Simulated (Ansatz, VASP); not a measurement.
# MoH5 in VASP and in Ansatz

```xyz
6
Lattice="3.4235 0.0000 0.0000 -1.7117 2.9648 0.0000 0.0000 0.0000 3.1319" Properties=species:S:1:pos:R:3 pbc="T T T"
H    -1.2043    2.0860    0.0000
H     2.4087    0.0000    0.0000
H     0.5074    0.8789    0.0000
H     1.7117    0.9883    1.5659
H     0.0000    1.9766    1.5659
Mo    0.0000    0.0000    1.5659
```

Change from the starting cell: species swapped into the YMg5 type (P-62m, No. 189).

Alike in both runs: functional PBE; k mesh 6 × 6 × 4; occupations gaussian, width 0.1 eV; no spin polarisation.

Ansatz relaxed the structure, and its values are those at the end. VASP's run is a single point on that final structure, the one shown.

```csv
,VASP,Ansatz
version,VASP 6.6.1,Ansatz 0.2.0
potentials or method,"VASP PAW PBE potentials, release 64 (H, Mo_sv), cutoff 520 eV","scalar-relativistic, plane waves, PAW"
valence electrons in the cell,19,19
```

|  | VASP | Ansatz | Ansatz less VASP |
| --- | --- | --- | --- |
| gap on the k mesh at the Fermi level (eV) | none | none | - |
| pressure (GPa) | 0.0 | 0.1 | +0.05 |
| rms of the force components (eV/Å) | 0.008 | 0.006 | -0.0019 |

A gap of «none» marks a metal or a gap that the smearing closes. With one functional, cell and mesh, what is left measures potentials, basis and numerics.

The k mesh is coarse, so the values compare programs but aren't converged.
